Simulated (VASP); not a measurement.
# ReS3 (Im-3m) in VASP: a series of runs

The runs below take ReS3 through relaxation of cell and atoms, with PBE.

Everything below comes from runs of VASP 6.6.1. Logs are shortened: lines on timing, memory, paths and dates and some standing lists are left out, and cuts for length are marked.

## 1. The cell of the first run

Symmetry: Im-3m, No. 229, cubic system. The conventional cell has a = 5.570 Å, b = 5.570 Å, c = 5.570 Å, α = 90.00°, β = 90.00°, γ = 90.00°. Re (site symmetry m-3m) has 6 S at 2.79 Å within 3.7 Å. Within 3.7 Å of S (site symmetry 4/mmm) lie 2 Re at 2.79 Å and 4 S at 2.79 Å.

The cell was built from a structure type or drawn by symmetry, and may not be a known phase.

## 2. Relaxation of cell and atoms, PBE, collinear spin

Contents of INCAR:

```
  ALGO = Normal
  EDIFF = 1E-6
  EDIFFG = -0.04
  ENCUT = 600
  GGA = PE
  IBRION = 2
  ISIF = 3
  ISMEAR = 0
  ISPIN = 2
  LASPH = T
  LCHARG = F
  LMAXMIX = 4
  LORBIT = 11
  LREAL = F
  LWAVE = F
  MAGMOM = 1 0 0 0
  NELM = 150
  NSW = 90
  PREC = Accurate
  SIGMA = 0.1
```

Contents of KPOINTS:

```
k-points
0
Gamma
  4 4 4
```

Contents of POSCAR:

```
ReS3
1.0
   -2.7852381000      2.7852381000      2.7852381000
    2.7852381000     -2.7852381000      2.7852381000
    2.7852381000      2.7852381000     -2.7852381000
Re S
1 3
Direct
    0.0000000000      0.0000000000      0.0000000000
    0.0000000000      0.5000000000      0.5000000000
    0.5000000000      0.0000000000      0.5000000000
    0.5000000000      0.5000000000      0.0000000000
```

Potentials or basis: VASP PAW PBE potentials, release 64 (Re, S).

Run with:

```sh
$ cat potpaw_PBE.64/Re/POTCAR potpaw_PBE.64/S/POTCAR > POTCAR
$ mpirun -np 1 vasp_std > vasp.out
```

OUTCAR:

```text
EDIFF = 1E-6
   EDIFFG = -0.04
   ENCUT = 600
   GGA = PE
   IBRION = 2
   ISIF = 3
   ISMEAR = 0
   ISPIN = 2
   LASPH = T
   LORBIT = 11
   LREAL = F
   NELM = 150
   NSW = 90
   PREC = Accurate

 ion  position               nearest neighbor table
   1  0.000  0.000  0.000-   2 2.79   3 2.79   4 2.79   2 2.79   3 2.79   4 2.79
   2  0.000  0.500  0.500-   1 2.79   3 2.79   4 2.79   1 2.79   4 2.79   3 2.79
   3  0.500  0.000  0.500-   1 2.79   2 2.79   4 2.79   4 2.79   1 2.79   2 2.79
   4  0.500  0.500  0.000-   1 2.79   2 2.79   3 2.79   3 2.79   2 2.79   1 2.79

  LATTYP: Found a body centered cubic cell.
 ALAT       =     5.5704762000

  Lattice vectors:

 A1 = (  -2.7852381000,   2.7852381000,   2.7852381000)
 A2 = (   2.7852381000,  -2.7852381000,   2.7852381000)
 A3 = (   2.7852381000,   2.7852381000,  -2.7852381000)

Analysis of symmetry for initial positions (statically):
=====================================================================
 Subroutine PRICEL returns:
 Original cell was already a primitive cell.

 Routine SETGRP: Setting up the symmetry group for a
 body centered cubic supercell.

 Subroutine GETGRP returns: Found 48 space group operations
 (whereof 48 operations were pure point group operations)
 out of a pool of 48 trial point group operations.

The static configuration has the point symmetry O_h .

Analysis of symmetry for dynamics (positions and initial velocities):
=====================================================================
 Subroutine PRICEL returns:
 Original cell was already a primitive cell.

 Routine SETGRP: Setting up the symmetry group for a
 body centered cubic supercell.

 Subroutine GETGRP returns: Found 48 space group operations
 (whereof 48 operations were pure point group operations)
 out of a pool of 48 trial point group operations.

The dynamic configuration has the point symmetry O_h .

Analysis of structural, dynamic, and magnetic symmetry:
=====================================================================
 Subroutine PRICEL returns:
 Original cell was already a primitive cell.

 Routine SETGRP: Setting up the symmetry group for a
 body centered cubic supercell.

 Subroutine GETGRP returns: Found 48 space group operations
 (whereof 48 operations were pure point group operations)
 out of a pool of 48 trial point group operations.

The overall configuration has the point symmetry O_h .

 Subroutine INISYM returns: Found 48 space group operations
 (whereof 48 operations are pure point group operations),
 and found     1 'primitive' translations

----------------------------------------------------------------------------------------

                                     Primitive cell

  volume of cell :      86.4265

  direct lattice vectors                    reciprocal lattice vectors
    -2.785238100  2.785238100  2.785238100     0.000000000  0.179517866  0.179517866
     2.785238100 -2.785238100  2.785238100     0.179517866  0.000000000  0.179517866
     2.785238100  2.785238100 -2.785238100     0.179517866  0.179517866  0.000000000

  length of vectors
     4.824173900  4.824173900  4.824173900     0.253876601  0.253876601  0.253876601

  position of ions in fractional coordinates (direct lattice)
     0.000000000  0.000000000  0.000000000
     0.000000000  0.500000000  0.500000000
     0.500000000  0.000000000  0.500000000
     0.500000000  0.500000000  0.000000000

  ion indices of the primitive-cell ions
   primitive index   ion index
                 1           1
                 2           2
                 3           3
                 4           4

----------------------------------------------------------------------------------------

 KPOINTS: k-points

Automatic generation of k-mesh.
 Grid dimensions read from file:
 generate k-points for:    4    4    4

 Generating k-lattice:

  Cartesian coordinates                     Fractional coordinates (reciprocal lattice)
     0.000000000  0.044879466  0.044879466     0.250000000  0.000000000  0.000000000
     0.044879466  0.000000000  0.044879466     0.000000000  0.250000000  0.000000000
     0.044879466  0.044879466  0.000000000     0.000000000  0.000000000  0.250000000

  Length of vectors
     0.063469150  0.063469150  0.063469150

  Shift w.r.t. Gamma in fractional coordinates (k-lattice)
     0.000000000  0.000000000  0.000000000

 Subroutine IBZKPT returns following result:
 ===========================================

 Found      8 irreducible k-points:

 Following reciprocal coordinates:
            Coordinates               Weight
  0.000000  0.000000  0.000000      1.000000
  0.250000  0.000000  0.000000     12.000000
  0.500000  0.000000  0.000000      6.000000
  0.250000  0.250000  0.000000     24.000000
  0.250000  0.250000  0.250000      2.000000
 -0.250000  0.250000  0.250000      6.000000
  0.500000  0.500000  0.250000     12.000000
  0.500000  0.500000  0.500000      1.000000
   k-points           NKPTS =      8   k-points in BZ     NKDIM =      8   number of bands    NBANDS=     17
   number of dos      NEDOS =    301   number of ions     NIONS =      4
   total plane-waves  NPLWV =  64000
   dimension x,y,z NGX =    40 NGY =   40 NGZ =   40
   dimension x,y,z NGXF=    80 NGYF=   80 NGZF=   80
   ions per type =               1   3
   NGX,Y,Z   is equivalent  to a cutoff of  13.78, 13.78, 13.78 a.u.
   NGXF,Y,Z  is equivalent  to a cutoff of  27.57, 27.57, 27.57 a.u.
 SYSTEM =  unknown system
   PREC   = accura    normal or accurate (medium, high low for compatibility)
   ISTART =      0    job   : 0-new  1-cont  2-samecut
   ICHARG =      2    charge: 1-file 2-atom 10-const
   ISPIN  =      2    spin polarized calculation?
   LNONCOLLINEAR =      F non collinear calculations
   LSORBIT =      F    spin-orbit coupling
   LASPH  =      T    aspherical Exc in radial PAW
   ENCUT  =  600.0 eV  44.10 Ry    6.64 a.u.   9.64  9.64  9.64*2*pi/ulx,y,z
   NELM   =    150;   NELMIN=  2; NELMDL= -5     # of ELM steps
   EDIFF  = 0.1E-05   stopping-criterion for ELM
   LREAL  =      F    real-space projection
   EDIFFG = -.4E-01   stopping-criterion for IOM
   NSW    =     90    number of steps for IOM
   IBRION =      2    ionic relax: 0-MD 1-quasi-New 2-CG
   NFREE  =      1    steps in history (QN), initial steepest desc. (CG)
   ISIF   =      3    stress and relaxation
   ISYM   =      2    0-nonsym 1-usesym 2-fastsym
   POTIM  = 0.5000    time-step for ionic-motion
   TEBEG  =    0.0;   TEEND  =   0.0 temperature during run
   PSTRESS=    0.0 pullay stress
   NELECT =      25.0000    total number of electrons
   NUPDOWN=      -1.0000    fix difference up-down
   EMIN   =  10.00;   EMAX   =-10.00  energy-range for DOS
   EFERMI =   0.00;   METHOD = LEGACY
   ISMEAR =     0;   SIGMA  =   0.10  broadening in eV -4-tet -1-fermi 0-gaus
   EFERMI_NEDOS =   21; number of points for ismear=-14 and -15
   IALGO  =     38    algorithm
   IMIX   =      4    mixing-type and parameters
     AMIX     =   0.40;   BMIX     =  1.00
     AMIX_MAG =   1.60;   BMIX_MAG =  1.00
  volume/ion in A,a.u.               =      21.61       145.81
  Fermi-wavevector in a.u.,A,eV,Ry     =   1.082694  2.045996 15.949115  1.172227
  Thomas-Fermi vector in A             =   2.218742
   LORBIT       =     11    0 simple, 1 ext, 2 COOP (PROOUT), +10 PAW based schemes
   GGA     = PE    functional components
   LHFCALC =     F    Hartree Fock is set to
   AEXX    =    0.0000 exact exchange contribution
   IVDW    =     0    specifies the selected vdW correction
   LEPSILON=     F    determine dielectric tensor
   LRPA    =     F    only Hartree local field effects (RPA)
 conjugate gradient relaxation of ions
 spin polarized calculation
 Gauss-broadening in eV      SIGMA  =   0.10
  energy-cutoff  :      600.00
  volume of cell :       86.43
 maximum number of plane-waves:      2916
 NGX is ok and might be reduce to    40
   NGX = 19   NGY = 19   NGZ = 19

--------------------------------------- Ionic step        1  -------------------------------------------

 number of electron      25.0000004 magnetization       1.6847190

 Free energy of the ion-electron system (eV)
  ---------------------------------------------------
  ext. energy  EPLUGINS =         0.00000000
  ---------------------------------------------------
  free energy    TOTEN  =       -19.98172584 eV

  energy without entropy =      -19.96512738  energy(sigma->0) =      -19.97342661

 E-fermi :   4.5179     XC(G=0): -10.0263

 val. band max:        4.4872853557   @ k =   0.5000   0.5000   0.5000
 cond. band min:       4.5338001116   @ k =   0.2500   0.2500   0.2500
 fundamental gap:      0.0465147559
 Fermi energy:         4.5179422296

 spin component 1

 k-point     1 :       0.0000    0.0000    0.0000
  band No.  band energies     occupation
      1     -10.2579      1.00000
      2      -7.1796      1.00000
      3      -7.1796      1.00000
      4      -0.2251      1.00000
      5      -0.2251      1.00000
      6      -0.2251      1.00000
[... 9 lines left out ...]
     16       6.1173      0.00000
     17       6.1173      0.00000

 k-point     2 :       0.2500    0.0000    0.0000
  band No.  band energies     occupation
      1      -9.8878      1.00000
      2      -7.6976      1.00000
      3      -7.2394      1.00000
      4      -0.5667      1.00000
      5      -0.2497      1.00000
      6       0.4208      1.00000
[... 9 lines left out ...]
     16       5.2484      0.00000
[... 333 lines left out ...]
 VOLUME and BASIS-vectors are now :
 -----------------------------------------------------------------------------
  energy-cutoff  :      600.00
  volume of cell :       57.98
      direct lattice vectors                 reciprocal lattice vectors
    -2.438164954  2.438164954  2.438164954     0.000000000  0.205072261  0.205072261
     2.438164954 -2.438164954  2.438164954     0.205072261  0.000000000  0.205072261
     2.438164954  2.438164954 -2.438164954     0.205072261  0.205072261  0.000000000

 POSITION                                       TOTAL-FORCE (eV/Angst)
 -----------------------------------------------------------------------------------
     -0.00000      0.00000      0.00000        -0.000000      0.000000     -0.000000
      0.00000      2.43816      2.43816        -0.000000     -0.000000     -0.000000
      0.00000      2.43816      0.00000         0.000000     -0.000000      0.000000
      2.43816      2.43816      0.00000        -0.000000      0.000000     -0.000000
 -----------------------------------------------------------------------------------
    total drift:                               -0.000000     -0.000000      0.000000

  FREE ENERGIE OF THE ION-ELECTRON SYSTEM (eV)
  ---------------------------------------------------
  free  energy   TOTEN  =       -22.3412211002 eV

  energy  without entropy=      -22.3246163010  energy(sigma->0) =      -22.33291870

--------------------------------------- Ionic step        3  -------------------------------------------

 number of electron      24.9999999 magnetization       0.0001531

 Free energy of the ion-electron system (eV)
  ---------------------------------------------------
  ext. energy  EPLUGINS =         0.00000000
  ---------------------------------------------------
  free energy    TOTEN  =       -22.36317361 eV

  energy without entropy =      -22.34614398  energy(sigma->0) =      -22.35465880

 E-fermi :   8.9810     XC(G=0): -11.8544

 val. band max:        8.8826799265   @ k =   0.5000   0.5000   0.5000
 cond. band min:       9.0572552014   @ k =   0.5000   0.5000   0.2500
 fundamental gap:      0.1745752749
 Fermi energy:         8.9809568240

 spin component 1

 k-point     1 :       0.0000    0.0000    0.0000
  band No.  band energies     occupation
      1      -8.9962      1.00000
      2      -3.3971      1.00000
      3      -3.3971      1.00000
      4       1.8362      1.00000
      5       1.8362      1.00000
      6       1.8362      1.00000
[... 9 lines left out ...]
     16      12.0027      0.00000
     17      12.0027      0.00000

 k-point     2 :       0.2500    0.0000    0.0000
  band No.  band energies     occupation
      1      -8.3890      1.00000
      2      -4.5911      1.00000
      3      -3.5567      1.00000
      4       1.2876      1.00000
      5       2.4221      1.00000
      6       3.0052      1.00000
[... 9 lines left out ...]
     16      11.5686      0.00000
[... 295 lines left out ...]
 VOLUME and BASIS-vectors are now :
 -----------------------------------------------------------------------------
  energy-cutoff  :      600.00
  volume of cell :       59.72
      direct lattice vectors                 reciprocal lattice vectors
    -2.462310181  2.462310181  2.462310181     0.000000000  0.203061338  0.203061338
     2.462310181 -2.462310181  2.462310181     0.203061338  0.000000000  0.203061338
     2.462310181  2.462310181 -2.462310181     0.203061338  0.203061338  0.000000000

 POSITION                                       TOTAL-FORCE (eV/Angst)
 -----------------------------------------------------------------------------------
     -0.00000      0.00000      0.00000         0.000000      0.000000      0.000000
      2.46231      0.00000      0.00000         0.000000      0.000000      0.000000
      0.00000      2.46231      0.00000        -0.000000      0.000000     -0.000000
      0.00000      0.00000      2.46231         0.000000     -0.000000      0.000000
 -----------------------------------------------------------------------------------
    total drift:                               -0.000000     -0.000000      0.000000

  FREE ENERGIE OF THE ION-ELECTRON SYSTEM (eV)
  ---------------------------------------------------
  free  energy   TOTEN  =       -22.3631736140 eV

  energy  without entropy=      -22.3461439793  energy(sigma->0) =      -22.35465880

 reached required accuracy - stopping structural energy minimisation

 total charge

# of ion       s       p       d       tot
------------------------------------------
    1        0.449   0.419   4.997   5.864
    2        1.370   2.201   0.000   3.571
    3        1.370   2.201   0.000   3.571
    4        1.370   2.201   0.000   3.571
--------------------------------------------------
tot          4.559   7.023   4.997  16.578

 magnetization (x)

# of ion       s       p       d       tot
------------------------------------------
    1        0.000   0.000   0.000   0.000
    2        0.000  -0.000   0.000  -0.000
    3        0.000  -0.000   0.000  -0.000
    4        0.000  -0.000   0.000  -0.000
--------------------------------------------------
tot          0.000  -0.000   0.000   0.000
```

Wall time 48 s (1 thread of Intel Xeon 6975P-C (Granite Rapids), shared host); peak memory 0.3 GiB.

What came out:

```yaml
Free_energy: -22.3632 eV
Relaxed_volume: 14.93 Å³/atom
Relaxed_cell: a = 4.265 Å, b = 4.265 Å, c = 4.265 Å, α = 109.47°, β = 109.47°, γ = 109.47°
Space_group_after_relaxing_to_0.1_Å: Im-3m (No. 229)
Energy_gained_by_relaxing: 595.4 meV/atom
Ionic_steps: 3
Pressure_after_relaxing: -0.2 GPa
Net_moment: 0.00 μB per cell
Valence_electrons_inside_the_program's_atomic_spheres: Re 5.86; S 3.57
```

Step by step:
| step | energy change (eV) | largest force (eV/Å) | pressure (GPa) | volume (Å³) |
| --- | --- | --- | --- | --- |
| 1 | 0.0000 | 0.0000 | -19.15 | 86.43 |
| 2 | -2.3595 | 0.0000 | 4.37 | 57.98 |
| 3 | -2.3814 | 0.0000 | -0.18 | 59.72 |

Final structure:
```
CELL_PARAMETERS angstrom
-2.46231 2.46231 2.46231
2.46231 -2.46231 2.46231
2.46231 2.46231 -2.46231
ATOMIC_POSITIONS crystal
Re 0.00000 0.00000 0.00000
S 0.00000 0.50000 0.50000
S 0.50000 0.00000 0.50000
S 0.50000 0.50000 0.00000
```

Levels at points of the mesh, in eV from the Fermi level:
Spin up:
| k point | band 9 | band 10 | band 11 | band 12 | band 13 | band 14 | band 15 | band 16 | band 17 |
| --- | --- | --- | --- | --- | --- | --- | --- | --- | --- |
| (0.00, 0.00, 0.00) | -4.06 | -2.75 | -2.75 | -2.75 | -0.31 | -0.31 | 1.37 | 3.02 | 3.02 |
| (0.50, 0.00, 0.00) | -3.19 | -2.98 | -2.85 | -0.94 | -0.18 | 0.21 | 1.94 | 3.28 | 5.57 |
| (0.50, 0.50, 0.50) | -2.85 | -1.23 | -1.23 | -1.23 | -0.10 | -0.10 | 2.63 | 3.34 | 3.34 |
Spin down:
| k point | band 10 | band 11 | band 12 | band 13 | band 14 | band 15 | band 16 | band 17 |
| --- | --- | --- | --- | --- | --- | --- | --- | --- |
| (0.00, 0.00, 0.00) | -2.75 | -2.75 | -2.75 | -0.31 | -0.30 | 1.37 | 3.02 | 3.02 |
| (0.50, 0.00, 0.00) | -2.98 | -2.85 | -0.94 | -0.18 | 0.21 | 1.94 | 3.28 | 5.57 |
| (0.50, 0.50, 0.50) | -1.23 | -1.23 | -1.23 | -0.10 | -0.10 | 2.63 | 3.34 | 3.34 |

Caveat: the k points lie up to 0.45 Å⁻¹ apart in the final cell; the volume moved by over 15 % at a fixed basis, so the end points are rough; spin-orbit coupling is left out, which moves the levels of the heavy elements.

## 3. Relaxation of cell and atoms, PBE

This run uses another cell than the first one, of 14.91 Å³/atom.

Contents of INCAR:

```
SYSTEM = ReS3
PREC = Accurate
ENCUT = 600
EDIFF = 1E-7
ISMEAR = 0
SIGMA = 0.1
LREAL = .False.
LASPH = .True.
NELM = 60
ALGO = Normal
ISIF = 3
LWAVE = .False.
LCHARG = .False.
GGA = PE
IBRION = 2
NSW = 100
EDIFFG = -0.01
```

Contents of KPOINTS:

```
regular mesh
0
Gamma
  14 14 14
  0 0 0
```

Contents of POSCAR:

```
ReS3
1.0
   -2.4612976612      2.4612976612      2.4612976612
    2.4612976612     -2.4612976612      2.4612976612
    2.4612976612      2.4612976612     -2.4612976612
Re S
1 3
Direct
    0.0000000000      0.0000000000      0.0000000000
    0.0000000000      0.5000000000      0.5000000000
    0.5000000000      0.0000000000      0.5000000000
    0.5000000000      0.5000000000      0.0000000000
```

Potentials or basis: VASP PAW PBE potentials, release 64 (Re, S).

Run with:

```sh
$ cat potpaw_PBE.64/Re/POTCAR potpaw_PBE.64/S/POTCAR > POTCAR
$ mpirun -np 1 vasp_std > vasp.out
```

Run time: 2.1 min. Hardware: 1 thread of Intel Xeon 6975P-C (Granite Rapids), shared host; peak memory 0.28 GiB.

The run converged. Its results:

```
Free energy                           : -22.3972 eV
Relaxed volume                        : 14.94 Å³/atom
Relaxed cell                          : a = 4.266 Å, b = 4.266 Å, c = 4.266 Å, α = 109.47°, β = 109.47°, γ = 109.47°
Space group after relaxing (to 0.1 Å) : Im-3m (No. 229)
Energy gained by relaxing             : 0.0 meV/atom
Ionic steps                           : 3
Pressure after relaxing               : 0.0 GPa
Band gap on the k mesh                : zero (an odd number of electrons rules out a gap without spin polarisation)
```

Step by step:
```
step  energy change (eV)  largest force (eV/Å)  pressure (GPa)  volume (Å³)
   1              0.0000                0.0000            0.34        59.64
   2              0.0000                0.0000           -0.32        59.91
   3             -0.0001                0.0000            0.01        59.78
```

Final structure:
```xyz
4
Lattice="-2.4631 2.4631 2.4631 2.4631 -2.4631 2.4631 2.4631 2.4631 -2.4631" Properties=species:S:1:pos:R:3 pbc="T T T"
Re    0.0000    0.0000    0.0000
S     2.4631    0.0000    0.0000
S     0.0000    2.4631    0.0000
S     0.0000    0.0000    2.4631
```

Levels at points of the mesh, in eV from the Fermi level:
| k point | band 9 | band 10 | band 11 | band 12 | band 13 | band 14 | band 15 | band 16 |
| --- | --- | --- | --- | --- | --- | --- | --- | --- |
| (0.00, 0.00, 0.00) | -3.85 | -2.61 | -2.61 | -2.61 | -0.21 | -0.21 | 1.53 | 3.28 |
| (0.50, 0.00, 0.00) | -2.93 | -2.73 | -2.60 | -0.85 | -0.07 | 0.30 | 2.07 | 3.54 |
| (0.50, 0.50, 0.50) | -2.62 | -1.14 | -1.14 | -1.14 | -0.02 | -0.02 | 2.79 | 3.60 |

Caveat: spin-orbit coupling is left out, which moves the levels of the heavy elements.
